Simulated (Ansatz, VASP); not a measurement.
Nb in VASP and in Ansatz

File INCAR:

```
AGGAC = 1.0 ; AGGAX = 1.0
ALDAC = 0.0 ; ALDAX = 1.0
ALGO = Normal ; EDIFF = 1E-6
ENCUT = 520 ; GGA = B5
ISIF = 2 ; ISMEAR = -1
LASPH = True ; LCHARG = True
LELF = True ; LREAL = False
LVHAR = True ; LWAVE = False
NBANDS = 12 ; NELM = 60
PREC = Accurate ; SIGMA = 0.1
```

File KPOINTS:

```
k-points
0
Gamma
  14 14 14
```

POSCAR

```
Nb
1.0
    0.0000000000      2.0472888232      2.0472888232
    2.0472888232      0.0000000000      2.0472888232
    2.0472888232      2.0472888232      0.0000000000
Nb
1
Direct
    0.0000000000      0.0000000000      0.0000000000
```

Input for Ansatz:

```yaml
crystal:
  lattice:
    - [0.0, 2.0472888232, 2.0472888232]
    - [2.0472888232, 0.0, 2.0472888232]
    - [2.0472888232, 2.0472888232, 0.0]
  atoms:
    - { symbol: Nb, position: [0.0, 0.0, 0.0] }
hamiltonian:
  xc: blyp
  pseudopotentials:
    kind: paw
    azcp:
      Nb: "pseudopotentials/Nb.paw.azcp"
basis:
  ecutwfc: 420
  fft_grid_basis: typed
kpoints:
  mp_grid: { grid: [14, 14, 14], shift: [0, 0, 0] }
magnetization:
  spin_polarized: false
scf:
  occupations: { method: fermi_dirac, width: 0.1 }
  lower_state_search: "off"
output:
  stress: true
```

Alike in both runs: task single point; functional BLYP; k mesh 14 × 14 × 14; occupations fermi-dirac, width 0.1 eV; no spin polarisation.

|  | VASP | Ansatz |
| --- | --- | --- |
| version | VASP 6.6.1 | Ansatz 0.2.0 |
| potentials or method | VASP PAW PBE potentials, release 64 (Nb_sv), cutoff 520 eV | plane waves (420 eV) with PAW, scalar-relativistic |
| valence electrons in the cell | 13 | 13 |

Ansatz gave:

```
pressure (GPa) : 24.1
```

What did VASP give for the same quantities?

Pressure (GPa): 24.0.

VASP's potentials were made for PBE, not for BLYP. The functional is the same, so the differences come from potentials, cutoffs and numerics.
